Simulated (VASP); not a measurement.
# InSb (F-43m) in VASP: further runs, part 3 of 3

VASP 6.6.1. Earlier steps stand in the parts before.

### Step 5. Single point, PBE+D4

This run uses another cell than the first one, of 35.01 Å³/atom, 1.002 times its volume.

Input file INCAR:

```
SYSTEM = InSb
PREC = Accurate
ENCUT = 520
EDIFF = 1E-7
ISMEAR = 0
SIGMA = 0.05
LREAL = .False.
LASPH = .True.
NELM = 60
ALGO = Normal
ISIF = 2
LWAVE = .False.
LCHARG = .False.
GGA = PE
IVDW = 13
NBANDS = 16
```

Input file KPOINTS:

```
regular mesh
0
Gamma
  6 6 6
  0 0 0
```

Input file POSCAR:

```
InSb
1.0
    0.0000000000      3.2712867641      3.2712867641
    3.2712867641      0.0000000000      3.2712867641
    3.2712867641      3.2712867641      0.0000000000
In Sb
1 1
Direct
    0.0000000000      0.0000000000      0.0000000000
    0.7500000000      0.7500000000      0.7500000000
```

Potentials or basis: VASP PAW PBE potentials, release 64 (In_d, Sb).

Command:

```bash
cat potpaw_PBE.64/In_d/POTCAR potpaw_PBE.64/Sb/POTCAR > POTCAR
mpirun -np 1 vasp_std > vasp.out
```

OUTCAR:

```text
SYSTEM = InSb
   PREC = Accurate
   ENCUT = 520
   EDIFF = 1E-7
   ISMEAR = 0
   LREAL = .False.
   LASPH = .True.
   NELM = 60
   ISIF = 2
   GGA = PE
   IVDW = 13

 ion  position               nearest neighbor table
   1  0.000  0.000  0.000-   2 2.83   2 2.83   2 2.83   2 2.83
   2  0.750  0.750  0.750-   1 2.83   1 2.83   1 2.83   1 2.83

  LATTYP: Found a face centered cubic cell.
 ALAT       =     6.5425735282

  Lattice vectors:

 A1 = (   0.0000000000,   3.2712867641,   3.2712867641)
 A2 = (   3.2712867641,   0.0000000000,   3.2712867641)
 A3 = (   3.2712867641,   3.2712867641,   0.0000000000)

Analysis of symmetry for initial positions (statically):
=====================================================================
 Subroutine PRICEL returns:
 Original cell was already a primitive cell.

 Routine SETGRP: Setting up the symmetry group for a
 face centered cubic supercell.

 Subroutine GETGRP returns: Found 24 space group operations
 (whereof 24 operations were pure point group operations)
 out of a pool of 48 trial point group operations.

The static configuration has the point symmetry T_d .

Analysis of symmetry for dynamics (positions and initial velocities):
[... 152 lines left out ...]

 val. band max:        4.8074611196   @ k =   0.0000   0.0000   0.0000
 cond. band min:       5.2927461786   @ k =   0.5000   0.0000   0.0000
 fundamental gap:      0.4852850590
 Fermi energy:         4.8226894785

 k-point     1 :       0.0000    0.0000    0.0000
  band No.  band energies     occupation
      1      -9.7444      2.00000
      2      -9.7444      2.00000
      3      -9.7444      2.00000
      4      -9.6675      2.00000
      5      -9.6675      2.00000
      6      -5.7274      2.00000
[... 281 lines left out ...]
      3      -9.7068      2.00000
      4      -9.6785      2.00000
      5      -9.6631      2.00000
      6      -3.8331      2.00000
[... 8 lines left out ...]
     15      14.4467      0.00000
     16      15.1672      0.00000

------------------------ aborting loop because EDIFF is reached ----------------------------------------

  DFT-D4 for vdW energy calculation

  Edisp (eV):   -0.69596

  FORCE on cell =-STRESS in cart. coord.  units (eV):
  Direction    XX          YY          ZZ          XY          YZ          ZX
  --------------------------------------------------------------------------------------
  -------------------------------------------------------------------------------------
  Total      -0.00713    -0.00713    -0.00713     0.00000     0.00000     0.00000
  in kB      -0.16305    -0.16305    -0.16305     0.00000     0.00000     0.00000
  external pressure =       -0.16 kB  Pullay stress =        0.00 kB

 VOLUME and BASIS-vectors are now :
 -----------------------------------------------------------------------------
  energy-cutoff  :      520.00
  volume of cell :       70.01
      direct lattice vectors                 reciprocal lattice vectors
     0.000000000  3.271286764  3.271286764    -0.152845053  0.152845053  0.152845053
     3.271286764  0.000000000  3.271286764     0.152845053 -0.152845053  0.152845053
     3.271286764  3.271286764  0.000000000     0.152845053  0.152845053 -0.152845053

 POSITION                                       TOTAL-FORCE (eV/Angst)
 -----------------------------------------------------------------------------------
      0.00000      0.00000      0.00000        -0.000000     -0.000000     -0.000000
      4.90693      4.90693      4.90693         0.000000      0.000000      0.000000
 -----------------------------------------------------------------------------------
    total drift:                                0.000000      0.000000      0.000000

  FREE ENERGIE OF THE ION-ELECTRON SYSTEM (eV)
  ---------------------------------------------------
  free  energy   TOTEN  =        -7.6117235329 eV

  energy  without entropy=       -7.6113664442  energy(sigma->0) =       -7.61154499
```

It took 41 s on 1 thread of AMD EPYC 7R13 (Zen 3), shared host; peak memory 0.17 GiB.

Results:

| Property | Result |
| --- | --- |
| Free energy | -7.6117 eV |
| Pressure | 0.0 GPa |
| Band gap on the k mesh | zero (filled and empty bands touch) |
| Dispersion energy per atom | -0.348 eV |

Levels at points of the mesh, in eV from the Fermi level:
| k point | band 7 | band 8 | band 9 | band 10 | band 11 | band 12 |
| --- | --- | --- | --- | --- | --- | --- |
| (0.00, 0.00, 0.00) | -0.37 | -0.02 | -0.02 | -0.02 | 2.94 | 2.94 |
| (0.50, 0.00, 0.00) | -5.50 | -0.98 | -0.98 | 0.47 | 3.79 | 3.79 |
| (0.50, 0.50, 0.00) | -5.81 | -2.18 | -2.18 | 1.33 | 1.38 | 7.96 |

Caveat: spin-orbit coupling is left out, which moves the levels of the heavy elements; pairwise dispersion overbinds metals, which lowers pressure and volume.

### Step 6. Single point, PBE+D4 (volume scaled by 0.98)

Input file INCAR:

```
SYSTEM = InSb
ALGO = Normal ; EDIFF = 1E-6
ENCUT = 520 ; GGA = PE
ISIF = 2 ; ISMEAR = 0
IVDW = 13 ; LASPH = .TRUE.
LCHARG = .TRUE. ; LELF = .TRUE.
LREAL = .FALSE. ; LVHAR = .TRUE.
LWAVE = .FALSE. ; NBANDS = 16
NELM = 100 ; PREC = Accurate
SIGMA = 0.05
```

Input file KPOINTS:

```
k-points
0
G
  6 6 6
  0 0 0
```

Input file POSCAR:

```
InSb
1.0
    0.0000000000      3.2493311578      3.2493311578
    3.2493311578      0.0000000000      3.2493311578
    3.2493311578      3.2493311578      0.0000000000
In Sb
1 1
Direct
    0.0000000000      0.0000000000      0.0000000000
    0.7500000000      0.7500000000      0.7500000000
```

Potentials or basis: VASP PAW PBE potentials, release 64 (In_d, Sb).

Command:

```bash
cat potpaw_PBE.64/In_d/POTCAR potpaw_PBE.64/Sb/POTCAR > POTCAR
mpirun -np 1 vasp_std > vasp.out
```

OUTCAR:

```text
SYSTEM = InSb
   EDIFF = 1E-6
   ENCUT = 520
   GGA = PE
   ISIF = 2
   ISMEAR = 0
   IVDW = 13
   LASPH = .TRUE.
   LREAL = .FALSE.
   NELM = 100
   PREC = Accurate

 ion  position               nearest neighbor table
   1  0.000  0.000  0.000-   2 2.81   2 2.81   2 2.81   2 2.81
   2  0.750  0.750  0.750-   1 2.81   1 2.81   1 2.81   1 2.81

  LATTYP: Found a face centered cubic cell.
 ALAT       =     6.4986623156

  Lattice vectors:

 A1 = (   0.0000000000,   3.2493311578,   3.2493311578)
 A2 = (   3.2493311578,   0.0000000000,   3.2493311578)
 A3 = (   3.2493311578,   3.2493311578,   0.0000000000)

Analysis of symmetry for initial positions (statically):
=====================================================================
 Subroutine PRICEL returns:
 Original cell was already a primitive cell.

 Routine SETGRP: Setting up the symmetry group for a
 face centered cubic supercell.

 Subroutine GETGRP returns: Found 24 space group operations
 (whereof 24 operations were pure point group operations)
 out of a pool of 48 trial point group operations.

The static configuration has the point symmetry T_d .

Analysis of symmetry for dynamics (positions and initial velocities):
[... 152 lines left out ...]

 val. band max:        5.0170100251   @ k =   0.0000   0.0000   0.0000
 cond. band min:       5.5366291328   @ k =   0.5000   0.0000   0.0000
 fundamental gap:      0.5196191077
 Fermi energy:         5.0322383996

 k-point     1 :       0.0000    0.0000    0.0000
  band No.  band energies     occupation
      1      -9.5758      2.00000
      2      -9.5758      2.00000
      3      -9.5758      2.00000
      4      -9.4935      2.00000
      5      -9.4935      2.00000
      6      -5.6431      2.00000
[... 281 lines left out ...]
      3      -9.5353      2.00000
      4      -9.5055      2.00000
      5      -9.4889      2.00000
      6      -3.6717      2.00000
[... 8 lines left out ...]
     15      14.7551      0.00000
     16      15.4653      0.00000

------------------------ aborting loop because EDIFF is reached ----------------------------------------

  DFT-D4 for vdW energy calculation

  Edisp (eV):   -0.71182

  FORCE on cell =-STRESS in cart. coord.  units (eV):
  Direction    XX          YY          ZZ          XY          YZ          ZX
  --------------------------------------------------------------------------------------
  -------------------------------------------------------------------------------------
  Total       0.37156     0.37156     0.37156     0.00000     0.00000    -0.00000
  in kB       8.67620     8.67620     8.67620     0.00000     0.00000    -0.00000
  external pressure =        8.68 kB  Pullay stress =        0.00 kB

 VOLUME and BASIS-vectors are now :
 -----------------------------------------------------------------------------
  energy-cutoff  :      520.00
  volume of cell :       68.61
      direct lattice vectors                 reciprocal lattice vectors
     0.000000000  3.249331158  3.249331158    -0.153877822  0.153877822  0.153877822
     3.249331158  0.000000000  3.249331158     0.153877822 -0.153877822  0.153877822
     3.249331158  3.249331158  0.000000000     0.153877822  0.153877822 -0.153877822

 POSITION                                       TOTAL-FORCE (eV/Angst)
 -----------------------------------------------------------------------------------
      0.00000      0.00000      0.00000        -0.000000     -0.000000     -0.000000
      4.87400      4.87400      4.87400         0.000000      0.000000      0.000000
 -----------------------------------------------------------------------------------
    total drift:                                0.000000      0.000000      0.000000

  FREE ENERGIE OF THE ION-ELECTRON SYSTEM (eV)
  ---------------------------------------------------
  free  energy   TOTEN  =        -7.6078488705 eV

  energy  without entropy=       -7.6074917818  energy(sigma->0) =       -7.60767033
```

stdout:

```text
POSCAR found type information on POSCAR InSb
 POSCAR found :  2 types and       2 ions
 scaLAPACK will be used
 LDA part: xc-table for (Slater+PW92), standard interpolation
 POSCAR, INCAR and KPOINTS ok, starting setup
 FFT: planning ... GRIDC
 FFT: planning ... GRID_SOFT
 FFT: planning ... GRID
 WAVECAR not read
 entering main loop
```

Run time: 42 s. Hardware: 1 thread of AMD EPYC 7R13 (Zen 3), shared host; peak memory 0.18 GiB.

Results:

- Free energy: -7.6078 eV
- Pressure: 0.9 GPa
- Band gap on the k mesh: zero (filled and empty bands touch)
- Dispersion energy per atom: -0.356 eV

Levels at points of the mesh, in eV from the Fermi level:
| k point | band 5 | band 6 | band 7 | band 8 | band 9 | band 10 | band 11 | band 12 | band 13 | band 14 |
| --- | --- | --- | --- | --- | --- | --- | --- | --- | --- | --- |
| (0.00, 0.00, 0.00) | -14.53 | -10.68 | -0.26 | -0.02 | -0.02 | -0.02 | 2.94 | 2.94 | 2.94 | 5.71 |
| (0.50, 0.00, 0.00) | -14.52 | -9.33 | -5.59 | -1.01 | -1.01 | 0.50 | 3.79 | 3.79 | 6.08 | 8.22 |
| (0.50, 0.50, 0.00) | -14.52 | -8.73 | -5.90 | -2.25 | -2.25 | 1.32 | 1.34 | 8.08 | 8.08 | 8.73 |

Caveat: the cell differs from its parent crystal (volume scaled by 0.98); spin-orbit coupling is left out, which moves the levels of the heavy elements; pairwise dispersion overbinds metals, which lowers pressure and volume.

### Step 7. The runs side by side

| level | potentials or basis | cell | gap on the mesh (eV) | pressure (GPa) |
| --- | --- | --- | --- | --- |
| LDA | VASP PAW LDA potentials, release 64 (In_d, Sb) | a = 4.623 Å, angles 60.0°, 2 atoms | none | -1.6 |
| PBEsol | VASP PAW PBE potentials, release 64 (In_d, Sb) | a = 4.612 Å, angles 60.0°, 2 atoms | none | 0.0 |
| PBEsol | VASP PAW PBE potentials, release 64 (In_d, Sb) | a = 4.643 Å, angles 60.0°, 2 atoms | none | -0.8 |
| PBE+D4 | VASP PAW PBE potentials, release 64 (In_d, Sb) | a = 4.626 Å, angles 60.0°, 2 atoms | none | 0.0 |
| PBE+D4 | VASP PAW PBE potentials, release 64 (In_d, Sb) | a = 4.595 Å, angles 60.0°, 2 atoms | none | 0.9 |

Alike in all rows: task single point; no spin polarisation; k mesh 6 × 6 × 6; cutoff (eV) 520; smearing gaussian 0.05 eV.

Caveats: spin-orbit coupling is left out, which moves the levels of the heavy elements; the PAW data sets were made with another functional, which shifts forces and pressure a little (some runs); pairwise dispersion overbinds metals, which lowers pressure and volume (some runs).

Total energies depend on the potentials used, so only differences within one code and one set of settings carry meaning.

### Step 8. Comparison with measurements

Step 3. A measured gap of InSb is 0.24 eV (quoted in “Electronic Structure and Epitaxy of CdTe Shells on InSb Nanowires”, 2021, arxiv:2111.05126); the calculated 0.00 eV misses it by -0.24 eV. Spin-orbit coupling on In, Sb is left out. The value is that of PBEsol on a finite k mesh, which can miss the band edges, without temperature or zero-point motion. Semilocal functionals fall short of measured gaps as a rule.

Step 5. Measured gap of InSb: 0.24 eV (quoted in “Electronic Structure and Epitaxy of CdTe Shells on InSb Nanowires”, 2021, arxiv:2111.05126). This calculation gives 0.00 eV (-0.24 eV). Spin-orbit coupling on In, Sb is left out. The value is that of PBE+D4 on a finite k mesh, which can miss the band edges, without temperature or zero-point motion. Semilocal functionals fall short of measured gaps as a rule.
